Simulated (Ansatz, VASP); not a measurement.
# Two plane-wave programs on Ag

```
Ag
1.0
    -1.63402    1.63402    1.63402
     1.63402   -1.63402    1.63402
     1.63402    1.63402   -1.63402
Ag
1
Direct
  0.00000 0.00000 0.00000
```

Alike in both runs: task single point; functional r2SCAN; k mesh 15 × 15 × 15; occupations fermi-dirac, width 0.1 eV; no spin polarisation.

|  | VASP | Ansatz |
| --- | --- | --- |
| version | VASP 6.6.1 | Ansatz 0.2.0 |
| potentials or method | VASP PAW PBE potentials, release 64 (Ag), cutoff 520 eV | plane waves (500 eV) with PAW, scalar-relativistic |
| valence electrons in the cell | 11 | 19 |

|  | VASP | Ansatz | Ansatz less VASP |
| --- | --- | --- | --- |
| pressure (GPa) | -0.1 | -0.3 | -0.14 |

VASP's potentials were made for PBE, not for r2SCAN. The functional is the same, so the differences come from potentials, cutoffs and numerics. VASP's potentials hold 11 valence electrons a cell and Ansatz's 19, so a difference there can come from the potentials and not from the codes.
